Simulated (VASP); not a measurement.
Sb:

```xyz
8
Lattice="8.9760 0.0000 0.0000 0.0000 4.1534 0.0000 0.0000 0.0000 5.2146" Properties=species:S:1:pos:R:3 pbc="T T T"
Sb    1.3848    1.0384    2.7699
Sb    3.1031    3.1151    0.1626
Sb    5.8728    1.0384    5.0520
Sb    7.5911    3.1151    2.4447
Sb    0.5071    3.1151    4.4321
Sb    3.9808    1.0384    1.8248
Sb    4.9951    3.1151    3.3897
Sb    8.4688    1.0384    0.7824
```

The cell was generated, and may not be a known phase.

| Property | Result |
| --- | --- |
| Program | VASP 6.6.1 |
| Task | relaxation of cell and atoms |
| Functional | PBE |
| Potentials or basis | VASP PAW PBE potentials, release 64 (Sb) |
| Cutoff | 600 eV |
| k mesh | 2 × 4 × 4 |
| Occupations | gaussian, width 0.1 eV |
| Spin | no spin polarisation |

At the start: pressure 28.0 GPa; volume 24.30 Å³/atom.

**Question.** Where does the relaxation end?

**Answer.** Over 69 steps the energy falls by 725.7 meV/atom and the volume is 31.39 Å³/atom (+29.2 %); space group Pnma (No. 62, to 0.1 Å) before and after.

Step by step:
| step | energy change (eV) | largest force (eV/Å) | pressure (GPa) | volume (Å³) |
| --- | --- | --- | --- | --- |
| 1 | 0.0000 | 1.2349 | 28.04 | 194.41 |
| 3 | -4.7605 | 0.9683 | -0.38 | 264.77 |
| 5 | -4.9824 | 0.8200 | -0.03 | 263.18 |
| 7 | -5.1878 | 0.3132 | 0.71 | 262.90 |
| 9 | -5.2612 | 0.2645 | -0.45 | 271.01 |
| 11 | -5.3236 | 0.1981 | -0.61 | 273.82 |
| 13 | -5.3699 | 0.1626 | 0.02 | 271.55 |
| 15 | -5.4333 | 0.0857 | 0.30 | 267.48 |
| 17 | -5.4405 | 0.1050 | 0.33 | 266.80 |
| 19 | -5.4636 | 0.1956 | -0.47 | 270.54 |
| 21 | -5.4814 | 0.1649 | -0.12 | 268.84 |
| 23 | -5.4942 | 0.1058 | 0.25 | 267.14 |
| 25 | -5.4976 | 0.0615 | -0.12 | 268.90 |
| 27 | -5.5032 | 0.0707 | -0.11 | 268.61 |
| 29 | -5.5048 | 0.0452 | 0.15 | 267.38 |
| 31 | -5.5074 | 0.1011 | 0.01 | 268.23 |
| 33 | -5.5102 | 0.1039 | -0.08 | 268.76 |
| 35 | -5.5140 | 0.1767 | -0.50 | 271.10 |
| 37 | -5.5193 | 0.1631 | -0.36 | 270.35 |
| 39 | -5.5237 | 0.1376 | -0.06 | 268.82 |
| 41 | -5.5366 | 0.1517 | 0.14 | 267.45 |
| 43 | -5.5496 | 0.3969 | 1.08 | 261.11 |
| 45 | -5.5548 | 0.3229 | 0.79 | 262.92 |
| 47 | -5.5725 | 0.3099 | 0.65 | 262.69 |
| 49 | -5.6294 | 0.2548 | 0.02 | 261.45 |
| 51 | -5.6356 | 0.2580 | -0.17 | 260.86 |
| 53 | -5.6556 | 0.2184 | -0.34 | 259.58 |
| 55 | -5.6763 | 0.1520 | -0.47 | 257.07 |
| 57 | -5.7273 | 0.1594 | 0.38 | 249.99 |
| 59 | -5.7397 | 0.2071 | 0.06 | 250.83 |
| 61 | -5.7531 | 0.2698 | -0.47 | 252.66 |
| 63 | -5.7889 | 0.1213 | -0.08 | 251.17 |
| 65 | -5.8014 | 0.0686 | 0.28 | 250.08 |
| 67 | -5.8038 | 0.0482 | -0.05 | 251.52 |
| 69 | -5.8058 | 0.0327 | 0.02 | 251.09 |

Final structure:
```yaml
crystal:
  lattice:
    - [12.47197, 0.00000, 0.00000]
    - [0.00000, 4.39391, 0.00000]
    - [0.00000, 0.00000, 4.58185]
  atoms:
    - { symbol: Sb, position: [0.13411, 0.25000, 0.37451] }
    - { symbol: Sb, position: [0.36589, 0.75000, 0.87451] }
    - { symbol: Sb, position: [0.63411, 0.25000, 0.12549] }
    - { symbol: Sb, position: [0.86589, 0.75000, 0.62549] }
    - { symbol: Sb, position: [0.10804, 0.75000, 0.78858] }
    - { symbol: Sb, position: [0.39196, 0.25000, 0.28858] }
    - { symbol: Sb, position: [0.60804, 0.75000, 0.71142] }
    - { symbol: Sb, position: [0.89196, 0.25000, 0.21142] }
```

Caveat: the volume moved by over 15 % at a fixed basis, so the end points are rough.
